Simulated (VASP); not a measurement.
TaN, 2 atoms in the cell. Symmetry: Fm-3m, No. 225, cubic system. The conventional cell has a = 4.358 Å, b = 4.358 Å, c = 4.358 Å, α = 90.00°, β = 90.00°, γ = 90.00°. Within 2.9 Å of Ta (site symmetry m-3m) lie 6 N at 2.18 Å. N (site symmetry m-3m) has 6 Ta at 2.18 Å within 2.9 Å. 

* Program: VASP 6.6.1
* Task: single point
* Functional: r2SCAN
* Potentials or basis: VASP PAW PBE potentials, release 64 (Ta_sv_GW, N)
* Cutoff: 660 eV
* k mesh: 8 × 8 × 8
* Occupations: gaussian, width 0.1 eV
* Spin: no spin polarisation
* Dipole correction: no
* Second run: valence_matched
* Further INCAR settings: ALGO = Normal; EDIFF = 1e-06; NBANDS = 16

Potentials or basis: VASP PAW PBE potentials, release 64 (Ta_sv_GW, N).

Command:

```bash
$ cat potpaw_PBE.64/Ta_sv_GW/POTCAR potpaw_PBE.64/N/POTCAR > POTCAR
$ cp INCAR.step1 INCAR
$ mpirun -np 1 vasp_std > vasp.out
$ cp INCAR.step2 INCAR
$ mpirun -np 1 vasp_std > vasp.out
```

Hardware: 1 thread of Intel(R) Xeon(R) 6975P-C (Granite Rapids) (shared host).

How long does it take, and how much memory?

Wall time 64 s on 1 thread of Intel(R) Xeon(R) 6975P-C (Granite Rapids) (shared host), peak memory 0.18 GiB. Counts: k points 29.
